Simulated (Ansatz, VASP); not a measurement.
**Mg3ZrN2: VASP beside Ansatz**

```
Mg Zr N
1.0
     6.24172    0.21018    0.00128
    -0.15097    4.41316    0.87534
    -2.96251   -0.70837    3.07209
Mg Zr N
3 1 2
Direct
  0.50000 0.50000 0.50000
  0.50000 0.00000 0.00000
  0.00000 0.00000 0.00000
  0.00000 0.50000 0.50000
  0.50000 0.00000 0.50000
  0.00000 0.50000 0.00000
```

Alike in both runs: functional PBE; k mesh 4 × 4 × 3; occupations gaussian, width 0.2 eV; no spin polarisation.

Ansatz relaxed the structure, and its values are those at the end. VASP's run is a single point on that final structure, the one shown.

|  | VASP | Ansatz |
| --- | --- | --- |
| version | VASP 6.6.1 | Ansatz 0.2.0 |
| potentials or method | VASP PAW PBE potentials, release 64 (Mg, Zr_sv, N), cutoff 600 eV | scalar-relativistic, plane waves, PAW |
| valence electrons in the cell | 28 | 52 |

VASP gave:

| Property | Result |
| --- | --- |
| gap on the k mesh at the Fermi level (eV) | none |
| pressure (GPa) | -0.3 |

Problem. What did Ansatz give for the same quantities?

Solution. gap on the k mesh at the Fermi level (eV): none; pressure (GPa): 0.0.

A gap of «none» marks a metal or a gap that the smearing closes. With one functional, cell and mesh, what is left measures potentials, basis and numerics. VASP's potentials hold 28 valence electrons a cell and Ansatz's 52, so a difference there can come from the potentials and not from the codes.

The k mesh is coarse, so the values compare programs but aren't converged.
